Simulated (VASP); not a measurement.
# AgCl: single point with r2SCAN

Crystal: AgCl.

```
Ag Cl
1.0
    -0.00998    2.98329    2.98329
     2.98329   -0.00998    2.98329
     2.98329    2.98329   -0.00998
Ag Cl
1 1
Direct
  0.99943 0.99943 0.99943
  0.25057 0.25057 0.25057
```

This cell differs from its parent crystal: strain along [111] -0.5%.

```yaml
Program: VASP 6.6.1
Task: single point
Functional: r2SCAN
Potentials_or_basis: VASP PAW PBE potentials, release 64 (Ag, Cl)
Cutoff: 520 eV
k_mesh: 8 × 8 × 8
Occupations: gaussian, width 0.01 eV
Spin: no spin polarisation
Dipole_correction: no
Further_INCAR_settings: ALGO = Normal; EDIFF = 1e-07; NBANDS = 16
```

| Item | Value |
| --- | --- |
| Pressure | 0.1 GPa |
| Band gap on the k mesh | 1.59 eV |

Levels at points of the mesh, in eV from the valence-band top:
```tsv
k point	band 5	band 6	band 7	band 8	band 9	band 10	band 11	band 12	band 13	band 14
(0.00, 0.00, 0.00)	-2.15	-2.15	-0.01	0.00	0.00	1.59	8.64	8.64	8.71	13.20
(0.50, 0.00, 0.00)	-2.09	-2.08	-1.99	-0.60	-0.59	4.21	6.98	8.95	8.96	12.23
(0.50, 0.50, 0.00)	-2.10	-2.00	-1.72	-1.38	-1.38	5.07	5.96	8.95	11.33	11.36
(0.50, 0.50, 0.50)	-2.08	-2.08	-1.99	-0.58	-0.58	4.19	7.01	8.91	8.91	12.20
```

It took 88 s on 1 thread of AMD EPYC 9R45 96-Core Processor (Zen 5), on a shared host, peak memory 0.19 GiB.

Caveat: the cell differs from its parent crystal (strain along [111] -0.5%); the PAW data sets were made with another functional, which shifts forces and pressure a little. A k mesh can miss the band edges.
